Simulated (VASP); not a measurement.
Cs2SnI6:

```
CELL_PARAMETERS angstrom
0.00000 5.81380 5.81380
5.81380 0.00000 5.81380
5.81380 5.81380 0.00000
ATOMIC_POSITIONS crystal
Cs 0.25000 0.25000 0.25000
Cs 0.75000 0.75000 0.75000
Sn 0.00000 0.00000 0.00000
I 0.75464 0.24536 0.24536
I 0.24536 0.75464 0.24536
I 0.24536 0.75464 0.75464
I 0.75464 0.24536 0.75464
I 0.24536 0.24536 0.75464
I 0.75464 0.75464 0.24536
```

| Property | Result |
| --- | --- |
| Program | VASP 6.6.1 |
| Task | relaxation of cell and atoms |
| Functional | PBE |
| Potentials or basis | VASP PAW PBE potentials, release 64 (Cs_sv, Sn_d, I) |
| Cutoff | 500 eV |
| k mesh | 4 × 4 × 4 |
| Occupations | fermi-dirac, width 0.02 eV |
| Spin | no spin polarisation |

At the start: pressure 1.6 GPa; volume 43.67 Å³/atom.

Task: Where does the relaxation end?

Result: Over 9 steps the energy falls by 17.8 meV/atom and the volume is 48.56 Å³/atom (+11.2 %); space group Fm-3m (No. 225, to 0.1 Å) before and after.

Step by step:
```tsv
step	energy change (eV)	largest force (eV/Å)	pressure (GPa)	volume (Å³)
1	0.0000	0.2802	1.58	393.02
2	-0.1319	0.1165	0.13	418.09
3	-0.1322	0.1339	0.06	419.48
4	-0.1376	0.1224	0.05	421.22
5	-0.1506	0.0822	0.03	426.49
6	-0.1601	0.0168	0.03	437.14
7	-0.1601	0.0092	0.03	436.33
8	-0.1600	0.0139	-0.04	438.12
9	-0.1602	0.0002	0.00	437.06
```

Final structure:
```
Cs Sn I
1.0
     0.00000    6.02334    6.02334
     6.02334    0.00000    6.02334
     6.02334    6.02334    0.00000
Cs Sn I
2 1 6
Direct
  0.25000 0.25000 0.25000
  0.75000 0.75000 0.75000
  0.00000 0.00000 0.00000
  0.75838 0.24162 0.24162
  0.24162 0.75838 0.24162
  0.24162 0.75838 0.75838
  0.75838 0.24162 0.75838
  0.24162 0.24162 0.75838
  0.75838 0.75838 0.24162
```
